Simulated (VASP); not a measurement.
A run of VASP 6.6.1:

Contents of INCAR:

```
ALGO     = Fast           # electronic algorithm
EDIFF    = 1E-6           # SCF threshold, eV
ENCUT    = 520            # plane-wave cutoff, eV
ISIF     = 2              # what is computed and relaxed
ISMEAR   = 0              # smearing method
LASPH    = T              # aspherical terms in the spheres
LCHARG   = F              # write CHGCAR
LREAL    = F              # projectors in reciprocal space
LWAVE    = F              # write WAVECAR
NBANDS   = 12             # bands
NELM     = 60             # most SCF steps
PREC     = Accurate       # precision mode
SIGMA    = 0.15           # smearing width, eV
```

The input KPOINTS:

```
k-points
0
Gamma
  18 18 18
```

Contents of POSCAR:

```
Cd
1.0
    0.0277268719      2.2181497500      2.2181497500
    2.2181497500      0.0277268719      2.2181497500
    2.2458766219      2.2458766219      0.0000000000
Cd
1
Direct
    0.0000000000      0.0000000000      0.0000000000
```

Potentials or basis: VASP PAW LDA potentials, release 64 (Cd).

Run with:

```bash
$ cat potpaw_LDA.64/Cd/POTCAR > POTCAR
$ mpirun -np 1 vasp_std > vasp.out
```

Hardware: 1 thread of Oxide Virtual Turin-like Processor (shared host).

Q: Estimate the wall time of this run.

A: Wall time 3.1 min on 1 thread of Oxide Virtual Turin-like Processor, with other jobs on the host, peak memory 0.27 GiB. Counts: scf iterations 11, k points 865.
